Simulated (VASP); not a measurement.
Set up this calculation in VASP 6.6.1, as the native input.

```yaml
Task: single point
Functional: PBEsol
Potentials_or_basis: VASP PAW PBE potentials, release 64 (Pt)
Cutoff: 520 eV
k_mesh: 26 × 26 × 26
Occupations: gaussian, width 0.15 eV
Spin: no spin polarisation
Dipole_correction: no
Further_INCAR_settings: ALGO = Fast; EDIFF = 1e-06; NBANDS = 11
```

The structure of Pt lies in POSCAR:

```
Pt
1.0
   -1.5604706012      1.5604706012      1.6072847192
    1.5604706012     -1.5604706012      1.6072847192
    1.5604706012      1.5604706012     -1.6072847192
Pt
1
Direct
    0.0000000000      0.0000000000      0.0000000000
```

This cell differs from its parent crystal: strain +0.000 along x and y, +0.030 along z.

One way to write it, as run:

INCAR

```
SYSTEM = Pt
PREC = Accurate ; ENCUT = 520
EDIFF = 1E-6 ; ISMEAR = 0
SIGMA = 0.15 ; LREAL = .FALSE.
LASPH = .TRUE. ; NELM = 100
ALGO = Fast ; ISIF = 2
LWAVE = .FALSE. ; LCHARG = .FALSE.
GGA = PS ; NBANDS = 11
```

KPOINTS

```
regular mesh
0
G
  26 26 26
  0 0 0
```

Potentials or basis: VASP PAW PBE potentials, release 64 (Pt).

Launch:

```sh
$ cat potpaw_PBE.64/Pt/POTCAR > POTCAR
$ mpirun -np 1 vasp_std > vasp.out
```

Results of the run:

```
Pressure               : -7.9 GPa
Band gap on the k mesh : zero (band 5 reaches 11.26 eV, above the bottom of band 6 at 9.06 eV)
```

Caveat: the cell differs from its parent crystal (strain +0.000 along x and y, +0.030 along z); the PAW data sets were made with another functional, which shifts forces and pressure a little; spin-orbit coupling is left out, which moves the levels of the heavy elements.

Wall time 2.6 min on 1 thread of Intel(R) Xeon(R) Platinum 8259CL CPU @ 2.50GHz (Skylake/Cascade Lake) (shared host), peak memory 0.32 GiB.
